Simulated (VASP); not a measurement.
# H7Rh2 (P6/mmm) in VASP: further runs, part 2 of 2

VASP 6.6.1.

## (3) Single point, PBE

This run uses another cell than the first one, of 10.40 Å³/atom, 1.172 times its volume.

Input file INCAR:

```
SYSTEM = H7Rh2
ALGO = Normal
EDIFF = 1E-6
ENCUT = 520
GGA = PE
ISIF = 2
ISMEAR = 0
LASPH = .True.
LCHARG = .True.
LELF = .True.
LREAL = .False.
LVHAR = .True.
LWAVE = .False.
NBANDS = 28
NELM = 80
PREC = Accurate
SIGMA = 0.1
```

Input file KPOINTS:

```
k-points
0
Gamma
  6 6 4
  0 0 0
```

Input file POSCAR:

```
H7Rh2
1.0
    4.2277093343      0.0000000033      0.0000000000
   -2.1138546700      3.6613036816      0.0000000000
    0.0000000000      0.0000000000      6.0492845125
H Rh
7 2
Direct
    0.7025770639      0.0000000000      0.5000000000
    0.0000000000      0.7025770639      0.5000000000
    0.2974229361      0.2974229361      0.5000000000
    0.2974229361      0.0000000000      0.5000000000
    0.0000000000      0.2974229361      0.5000000000
    0.7025770639      0.7025770639      0.5000000000
    0.0000000000      0.0000000000      0.0000000000
    0.0000000000      0.0000000000      0.2849846017
    0.0000000000      0.0000000000      0.7150153983
```

Potentials or basis: VASP PAW PBE potentials, release 64 (H, Rh_pv).

Run with:

```bash
> cat potpaw_PBE.64/H/POTCAR potpaw_PBE.64/Rh_pv/POTCAR > POTCAR
> mpirun -np 1 vasp_std > vasp.out
```

OUTCAR:

```text
SYSTEM = H7Rh2
   EDIFF = 1E-6
   ENCUT = 520
   GGA = PE
   ISIF = 2
   ISMEAR = 0
   LASPH = .True.
   LREAL = .False.
   NELM = 80
   PREC = Accurate

 ion  position               nearest neighbor table
   1  0.703  0.000  0.500-   8 1.81   9 1.81
   2  0.000  0.703  0.500-   8 1.81   9 1.81
   3  0.297  0.297  0.500-   8 1.81   9 1.81
   4  0.297  0.000  0.500-   8 1.81   9 1.81
   5  0.000  0.297  0.500-   8 1.81   9 1.81
   6  0.703  0.703  0.500-   8 1.81   9 1.81
   7  0.000  0.000  0.000-   8 1.72   9 1.72
   8  0.000  0.000  0.285-   7 1.72   5 1.81   2 1.81   6 1.81   3 1.81   4 1.81   1 1.81   9 2.60

   9  0.000  0.000  0.715-   7 1.72   5 1.81   2 1.81   6 1.81   3 1.81   4 1.81   1 1.81   8 2.60

  LATTYP: Found a hexagonal cell.
 ALAT       =     4.2277093343
 C/A-ratio  =     1.4308657559

  Lattice vectors:

 A1 = (   4.2277093343,   0.0000000033,   0.0000000000)
 A2 = (  -2.1138546700,   3.6613036816,   0.0000000000)
 A3 = (   0.0000000000,   0.0000000000,   6.0492845125)

Analysis of symmetry for initial positions (statically):
=====================================================================
 Subroutine PRICEL returns:
 Original cell was already a primitive cell.

 Routine SETGRP: Setting up the symmetry group for a
 hexagonal supercell.

 Subroutine GETGRP returns: Found 24 space group operations
 (whereof 24 operations were pure point group operations)
 out of a pool of 24 trial point group operations.

The static configuration has the point symmetry D_6h.

Analysis of symmetry for dynamics (positions and initial velocities):
=====================================================================
 Subroutine PRICEL returns:
 Original cell was already a primitive cell.

 Routine SETGRP: Setting up the symmetry group for a
 hexagonal supercell.

 Subroutine GETGRP returns: Found 24 space group operations
 (whereof 24 operations were pure point group operations)
 out of a pool of 24 trial point group operations.

The dynamic configuration has the point symmetry D_6h.

 Subroutine INISYM returns: Found 24 space group operations
 (whereof 24 operations are pure point group operations),
 and found     1 'primitive' translations

----------------------------------------------------------------------------------------

                                     Primitive cell

  volume of cell :      93.6364

  direct lattice vectors                    reciprocal lattice vectors
     4.227709334  0.000000003  0.000000000     0.236534710  0.136563378  0.000000000
    -2.113854670  3.661303682  0.000000000    -0.000000000  0.273126757  0.000000000
     0.000000000  0.000000000  6.049284512     0.000000000  0.000000000  0.165308806

  length of vectors
     4.227709334  4.227709334  6.049284512     0.273126757  0.273126757  0.165308806

  position of ions in fractional coordinates (direct lattice)
     0.702577064  0.000000000  0.500000000
     0.000000000  0.702577064  0.500000000
     0.297422936  0.297422936  0.500000000
     0.297422936  0.000000000  0.500000000
     0.000000000  0.297422936  0.500000000
     0.702577064  0.702577064  0.500000000
[... 46 lines left out ...]
  0.333333  0.000000  0.000000      6.000000
  0.500000  0.000000  0.000000      3.000000
  0.166667  0.166667  0.000000      6.000000
  0.333333  0.166667  0.000000     12.000000
[... 13 lines left out ...]
  0.333333  0.166667  0.500000     12.000000
  0.333333  0.333333  0.500000      2.000000
   k-points           NKPTS =     21   k-points in BZ     NKDIM =     21   number of bands    NBANDS=     28
   number of dos      NEDOS =    301   number of ions     NIONS =      9
   total plane-waves  NPLWV =  49152
   dimension x,y,z NGX =    32 NGY =   32 NGZ =   48
   dimension x,y,z NGXF=    64 NGYF=   64 NGZF=   96
   ions per type =               7   2
   NGX,Y,Z   is equivalent  to a cutoff of  12.58, 12.58, 13.19 a.u.
   NGXF,Y,Z  is equivalent  to a cutoff of  25.17, 25.17, 26.38 a.u.
 SYSTEM =  H7Rh2
   PREC   = accura    normal or accurate (medium, high low for compatibility)
   ISTART =      0    job   : 0-new  1-cont  2-samecut
   ICHARG =      2    charge: 1-file 2-atom 10-const
   ISPIN  =      1    spin polarized calculation?
   LNONCOLLINEAR =      F non collinear calculations
   LSORBIT =      F    spin-orbit coupling
   LASPH  =      T    aspherical Exc in radial PAW
   ENCUT  =  520.0 eV  38.22 Ry    6.18 a.u.   7.86  7.86 11.25*2*pi/ulx,y,z
   NELM   =     80;   NELMIN=  2; NELMDL= -5     # of ELM steps
   EDIFF  = 0.1E-05   stopping-criterion for ELM
   LREAL  =      F    real-space projection
   EDIFFG = 0.1E-04   stopping-criterion for IOM
   NSW    =      0    number of steps for IOM
   IBRION =     -1    ionic relax: 0-MD 1-quasi-New 2-CG
   NFREE  =      0    steps in history (QN), initial steepest desc. (CG)
   ISIF   =      2    stress and relaxation
   ISYM   =      2    0-nonsym 1-usesym 2-fastsym
   POTIM  = 0.5000    time-step for ionic-motion
   TEBEG  =    0.0;   TEEND  =   0.0 temperature during run
   PSTRESS=    0.0 pullay stress
   NELECT =      37.0000    total number of electrons
   NUPDOWN=      -1.0000    fix difference up-down
   EMIN   =  10.00;   EMAX   =-10.00  energy-range for DOS
   EFERMI =   0.00;   METHOD = LEGACY
   ISMEAR =     0;   SIGMA  =   0.10  broadening in eV -4-tet -1-fermi 0-gaus
   EFERMI_NEDOS =   21; number of points for ismear=-14 and -15
   IALGO  =     38    algorithm
   IMIX   =      4    mixing-type and parameters
     AMIX     =   0.40;   BMIX     =  1.00
     AMIX_MAG =   1.60;   BMIX_MAG =  1.00
  volume/ion in A,a.u.               =      10.40        70.21
  Fermi-wavevector in a.u.,A,eV,Ry     =   1.201325  2.270175 19.635673  1.443181
  Thomas-Fermi vector in A             =   2.337137
   LORBIT       =      0    0 simple, 1 ext, 2 COOP (PROOUT), +10 PAW based schemes
   GGA     = PE    functional components
   LHFCALC =     F    Hartree Fock is set to
   AEXX    =    0.0000 exact exchange contribution
   IVDW    =     0    specifies the selected vdW correction
   LEPSILON=     F    determine dielectric tensor
   LRPA    =     F    only Hartree local field effects (RPA)
 non-spin polarized calculation
 Gauss-broadening in eV      SIGMA  =   0.10
  energy-cutoff  :      520.00
  volume of cell :       93.64
 maximum number of plane-waves:      2561
 NGX is ok and might be reduce to    32
   NGX = 15   NGY = 15   NGZ = 23

 number of electron      37.0000015 magnetization

 Free energy of the ion-electron system (eV)
  ---------------------------------------------------
  ext. energy  EPLUGINS =         0.00000000
  ---------------------------------------------------
  free energy    TOTEN  =       -32.25159078 eV

  energy without entropy =      -32.23889374  energy(sigma->0) =      -32.24524226

 E-fermi :   1.5912     XC(G=0):  -8.6410

 val. band max:        1.5903156382   @ k =   0.3333   0.0000   0.0000
 cond. band min:       1.6439131971   @ k =   0.3333   0.0000   0.2500
 fundamental gap:      0.0535975589
 Fermi energy:         1.5911686158

 k-point     1 :       0.0000    0.0000    0.0000
  band No.  band energies     occupation
      1     -44.9196      2.00000
      2     -44.5618      2.00000
      3     -44.4914      2.00000
      4     -44.4914      2.00000
      5     -44.4463      2.00000
      6     -44.4463      2.00000
[... 640 lines left out ...]
     27      10.3980      0.00000
     28      11.0485      0.00000

------------------------ aborting loop because EDIFF is reached ----------------------------------------

  FORCE on cell =-STRESS in cart. coord.  units (eV):
  Direction    XX          YY          ZZ          XY          YZ          ZX
  --------------------------------------------------------------------------------------
  -------------------------------------------------------------------------------------
  Total        0.0195356      0.0195356      0.0482788      0.0000000      0.0000000      0.0000000
  in kB        0.3342657      0.3342657      0.8260803      0.0000000      0.0000000      0.0000000
  external PRESSURE =       0.4982039 kB  Pullay stress =       0.0000000 kB

 VOLUME and BASIS-vectors are now :
 -----------------------------------------------------------------------------
  energy-cutoff  :      520.00
  volume of cell :       93.64
      direct lattice vectors                 reciprocal lattice vectors
     4.227709334  0.000000003  0.000000000     0.236534710  0.136563378  0.000000000
    -2.113854670  3.661303682  0.000000000    -0.000000000  0.273126757  0.000000000
     0.000000000  0.000000000  6.049284512     0.000000000  0.000000000  0.165308806

 POSITION                                       TOTAL-FORCE (eV/Angst)
 -----------------------------------------------------------------------------------
      2.97029      0.00000      3.02464        -0.025885     -0.000000      0.000000
     -1.48515      2.57235      3.02464         0.012942     -0.022417      0.000000
      0.62871      1.08896      3.02464         0.012942      0.022417      0.000000
      1.25742      0.00000      3.02464         0.025885      0.000000      0.000000
     -0.62871      1.08896      3.02464        -0.012942      0.022417      0.000000
      1.48515      2.57235      3.02464        -0.012942     -0.022417      0.000000
      0.00000      0.00000      0.00000         0.000000      0.000000      0.000000
      0.00000      0.00000      1.72395         0.000000      0.000000     -0.051214
      0.00000      0.00000      4.32533         0.000000     -0.000000      0.051214
 -----------------------------------------------------------------------------------
    total drift:                               -0.000000     -0.000000      0.000000

  FREE ENERGIE OF THE ION-ELECTRON SYSTEM (eV)
  ---------------------------------------------------
  free  energy   TOTEN  =       -32.2515907773 eV

  energy  without entropy=      -32.2388937443  energy(sigma->0) =      -32.24524226
```

Wall time 68 s (1 thread of Intel Xeon Platinum 8259CL at 2.50GHz (Skylake/Cascade Lake), shared host); peak memory 0.23 GiB.

What came out:

```yaml
Free_energy: -32.2516 eV
Pressure: 0.0 GPa
Largest_force: 0.051 eV/Å
```

Forces in eV/Å, atoms in the order of the input:
```
H   -0.026  0.000  0.000
H    0.013 -0.022  0.000
H    0.013  0.022  0.000
H    0.026  0.000  0.000
H   -0.013  0.022  0.000
H   -0.013 -0.022  0.000
H    0.000  0.000  0.000
Rh   0.000  0.000 -0.051
Rh   0.000  0.000  0.051
```

## (4) Single point, PBE

This run uses another cell than the first one, of 10.43 Å³/atom, 1.175 times its volume.

Input file INCAR:

```
SYSTEM = H7Rh2
  PREC = Accurate
  ENCUT = 520
  EDIFF = 1E-7
  ISMEAR = 0
  SIGMA = 0.1
  LREAL = .FALSE.
  LASPH = .TRUE.
  NELM = 100
  ALGO = Normal
  ISIF = 2
  LWAVE = .FALSE.
  LCHARG = .FALSE.
  GGA = PE
  NBANDS = 28
```

Input file KPOINTS:

```
Automatic mesh
0
G
  12 12 6
  0 0 0
```

Input file POSCAR:

```
H7Rh2
1.0
    4.2336963512      0.0000000000      0.0000000000
   -2.1168481756      3.6664885921      0.0000000000
    0.0000000000      0.0000000000      6.0484984476
H Rh
7 2
Direct
    0.7028129254      0.0000000000      0.5000000000
    0.0000000000      0.7028129254      0.5000000000
    0.2971870746      0.2971870746      0.5000000000
    0.2971870746      0.0000000000      0.5000000000
    0.0000000000      0.2971870746      0.5000000000
    0.7028129254      0.7028129254      0.5000000000
    0.0000000000      0.0000000000      0.0000000000
    0.0000000000      0.0000000000      0.2850700177
    0.0000000000      0.0000000000      0.7149299823
```

Potentials or basis: VASP PAW PBE potentials, release 64 (H, Rh_pv).

Run with:

```bash
> cat potpaw_PBE.64/H/POTCAR potpaw_PBE.64/Rh_pv/POTCAR > POTCAR
> mpirun -np 1 vasp_std > vasp.out
```

OUTCAR:

```text
SYSTEM = H7Rh2
   PREC = Accurate
   ENCUT = 520
   EDIFF = 1E-7
   ISMEAR = 0
   LREAL = .FALSE.
   LASPH = .TRUE.
   NELM = 100
   ISIF = 2
   GGA = PE

 ion  position               nearest neighbor table
   1  0.703  0.000  0.500-   8 1.81   9 1.81
   2  0.000  0.703  0.500-   8 1.81   9 1.81
   3  0.297  0.297  0.500-   8 1.81   9 1.81
   4  0.297  0.000  0.500-   8 1.81   9 1.81
   5  0.000  0.297  0.500-   8 1.81   9 1.81
   6  0.703  0.703  0.500-   8 1.81   9 1.81
   7  0.000  0.000  0.000-   8 1.72   9 1.72
   8  0.000  0.000  0.285-   7 1.72   4 1.81   1 1.81   5 1.81   3 1.81   6 1.81   2 1.81   9 2.60
[... 962 lines left out ...]
  in kB       -0.1575448     -0.1575448      0.9925906      0.0000000      0.0000000      0.0000000
  external PRESSURE =       0.2258337 kB  Pullay stress =       0.0000000 kB

 VOLUME and BASIS-vectors are now :
 -----------------------------------------------------------------------------
  energy-cutoff  :      520.00
  volume of cell :       93.89
      direct lattice vectors                 reciprocal lattice vectors
     4.233696351  0.000000000  0.000000000     0.236200218  0.136370259  0.000000000
    -2.116848176  3.666488592  0.000000000     0.000000000  0.272740519  0.000000000
     0.000000000  0.000000000  6.048498448     0.000000000  0.000000000  0.165330290

 POSITION                                       TOTAL-FORCE (eV/Angst)
 -----------------------------------------------------------------------------------
      2.97550      0.00000      3.02425        -0.024245     -0.000000     -0.000000
     -1.48775      2.57686      3.02425         0.012123     -0.020997     -0.000000
      0.62910      1.08963      3.02425         0.012123      0.020997     -0.000000
      1.25820      0.00000      3.02425         0.024245      0.000000     -0.000000
     -0.62910      1.08963      3.02425        -0.012123      0.020997     -0.000000
      1.48775      2.57686      3.02425        -0.012123     -0.020997     -0.000000
      0.00000      0.00000      0.00000         0.000000     -0.000000     -0.000000
      0.00000      0.00000      1.72425        -0.000000     -0.000000     -0.048186
      0.00000      0.00000      4.32425        -0.000000      0.000000      0.048186
 -----------------------------------------------------------------------------------
    total drift:                               -0.000000     -0.000000      0.000000

  FREE ENERGIE OF THE ION-ELECTRON SYSTEM (eV)
  ---------------------------------------------------
  free  energy   TOTEN  =       -32.2531635700 eV

  energy  without entropy=      -32.2390634980  energy(sigma->0) =      -32.24611353
```

OSZICAR:

```text
N       E                     dE             d eps       ncg     rms          rms(c)
DAV:   1     0.281260258473E+03    0.28126E+03   -0.21019E+04  4856   0.122E+03
DAV:   2    -0.244653211303E+02   -0.30573E+03   -0.29521E+03  4636   0.346E+02
DAV:   3    -0.335591338913E+02   -0.90938E+01   -0.89454E+01  5060   0.622E+01
DAV:   4    -0.336553595279E+02   -0.96226E-01   -0.96086E-01  4840   0.643E+00
DAV:   5    -0.336569394430E+02   -0.15799E-02   -0.15798E-02  5252   0.781E-01    0.198E+01
DAV:   6    -0.325515830701E+02    0.11054E+01   -0.33384E+00  4584   0.156E+01    0.850E+00
DAV:   7    -0.323216016738E+02    0.22998E+00   -0.12348E+00  4560   0.844E+00    0.486E+00
DAV:   8    -0.322528737914E+02    0.68728E-01   -0.20008E-01  4700   0.340E+00    0.607E-01
DAV:   9    -0.322531224717E+02   -0.24868E-03   -0.12614E-02  4536   0.785E-01    0.159E-01
DAV:  10    -0.322531408161E+02   -0.18344E-04   -0.88386E-04  4628   0.189E-01    0.414E-02
DAV:  11    -0.322531495301E+02   -0.87139E-05   -0.74758E-05  4580   0.805E-02    0.181E-02
DAV:  12    -0.322531629478E+02   -0.13418E-04   -0.14869E-05  4512   0.221E-02    0.732E-03
DAV:  13    -0.322531634151E+02   -0.46730E-06   -0.11058E-06  4804   0.567E-03    0.174E-03
DAV:  14    -0.322531635454E+02   -0.13032E-06   -0.21471E-07  4056   0.258E-03    0.494E-04
DAV:  15    -0.322531635700E+02   -0.24632E-07   -0.13581E-08  2544   0.684E-04
   1 F= -.32253164E+02 E0= -.32246114E+02  d E =-.141001E-01
```

Wall time 4 min (1 thread of Intel Xeon Platinum 8259CL at 2.50GHz (Skylake/Cascade Lake), shared host); peak memory 0.31 GiB.

Results:

| Item | Value |
| --- | --- |
| Free energy | -32.2532 eV |
| Pressure | 0.0 GPa |
| Largest force | 0.048 eV/Å |

Forces in eV/Å, atoms in the order of the input:
```
H   -0.024  0.000  0.000
H    0.012 -0.021  0.000
H    0.012  0.021  0.000
H    0.024  0.000  0.000
H   -0.012  0.021  0.000
H   -0.012 -0.021  0.000
H    0.000  0.000  0.000
Rh   0.000  0.000 -0.048
Rh   0.000  0.000  0.048
```

Levels at points of the mesh, in eV from the Fermi level:
| k point | band 15 | band 16 | band 17 | band 18 | band 19 | band 20 | band 21 | band 22 |
| --- | --- | --- | --- | --- | --- | --- | --- | --- |
| (0.00, 0.00, 0.00) | -1.60 | -1.60 | -1.19 | -1.19 | 1.70 | 1.70 | 1.96 | 2.64 |
| (0.50, 0.00, 0.00) | -1.28 | -1.21 | -1.16 | -0.81 | -0.61 | 0.59 | 2.65 | 3.90 |
| (0.00, 0.00, 0.50) | -1.65 | -1.65 | -1.49 | -1.49 | 2.24 | 2.24 | 2.68 | 2.68 |
| (0.50, 0.00, 0.50) | -1.71 | -1.53 | -1.33 | -0.47 | -0.05 | 1.08 | 2.51 | 2.71 |

## (5) The runs side by side

| cell | k mesh | gap on the mesh (eV) | pressure (GPa) | largest force (eV/Å) |
| --- | --- | --- | --- | --- |
| a = 3.671, b = 3.671, c = 6.843 Å, angles 90.0, 90.0, 120.0°, 9 atoms | 6 × 6 × 4 | none | 26.5 | 14.36 |
| a = 4.228, b = 4.228, c = 6.049 Å, angles 90.0, 90.0, 120.0°, 9 atoms | 6 × 6 × 4 | none | 0.0 | 0.05 |
| a = 4.234, b = 4.234, c = 6.048 Å, angles 90.0, 90.0, 120.0°, 9 atoms | 12 × 12 × 6 | none | 0.0 | 0.05 |

Alike in all rows: task single point; level PBE; potentials or basis VASP PAW PBE potentials, release 64 (H, Rh_pv); no spin polarisation; cutoff (eV) 520; smearing gaussian 0.1 eV.

Caveats: forces of over 1 eV/Å act on the atoms, so gaps and moduli don't describe the material at rest (some runs).

Total energies depend on the potentials used, so only differences within one code and one set of settings carry meaning.
